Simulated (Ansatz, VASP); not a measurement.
# Al in VASP and in Ansatz

The input INCAR:

```
SYSTEM = Al
PREC = Accurate ; ENCUT = 500
EDIFF = 1E-6 ; ISMEAR = -1
SIGMA = 0.1 ; LREAL = .False.
LASPH = .True. ; NELM = 120
ALGO = Normal ; ISIF = 2
LWAVE = .False. ; LCHARG = .True.
GGA = PE ; LELF = .True.
LVHAR = .True. ; NBANDS = 10
GGA_COMPAT = .False.
```

The input KPOINTS:

```
Automatic mesh
0
Gamma
  4 8 8
  0 0 0
```

The input POSCAR:

```
Al
1.0
    0.0000000000      4.0400000000      4.0400000000
    2.0200000000      0.0000000000      2.0200000000
    2.0200000000      0.0000000000     -2.0200000000
Al
2
Direct
   -0.2500000000     -0.0247524752     -0.5247524752
    0.2500000000      0.0247524752     -0.4752475248
```

Input for Ansatz:

```yaml
crystal:
  atoms:
  - position: [-0.24999999999999978, -0.024752475247525194, -0.5247524752475246]
    symbol: Al
  - position: [0.2500000000000002, 0.024752475247524306, -0.475247524752475]
    symbol: Al
  lattice:
  - [0.0, 4.04, 4.04]
  - [2.02, 0.0, 2.02]
  - [2.02, 0.0, -2.02]
hamiltonian:
  dispersion: none
  pseudopotentials:
    kind: all_electron
    lapw: {basis_error: 0.025 meV}
    relativity: scalar
  xc: pbe
kpoints:
  mp_grid:
    grid: [4, 8, 8]
    shift: [0, 0, 0]
magnetization: {spin_polarized: false}
output: {forces: true, stress: true}
scf:
  convergence: {dr2_threshold: 1e-10 eV}
  lower_state_search: 'off'
  max_iter: 200
  occupations: {method: fermi_dirac, width: 0.1}
```

Alike in both runs: task single point; functional PBE; k mesh 4 × 8 × 8; occupations fermi-dirac, width 0.1 eV; no spin polarisation.

|  | VASP | Ansatz |
| --- | --- | --- |
| version | VASP 6.6.1 | Ansatz 0.2 development build |
| potentials or method | VASP PAW PBE potentials, release 64 (Al), cutoff 500 eV | all-electron full-potential LAPW, scalar-relativistic |

```tsv
	VASP	Ansatz	Ansatz less VASP
pressure (GPa)	0.9	0.9	+0.02
traceless stress, the component that is largest in VASP (GPa)	-1.09	-1.09	+0.002
rms of the force components (eV/Å)	0.222	0.222	-0.0005
```

Atom by atom the forces differ by 0.000 eV/Å (rms over components). Ansatz ran all-electron here, and VASP with PAW potentials.

The k mesh is coarse, so the values compare programs but aren't converged.
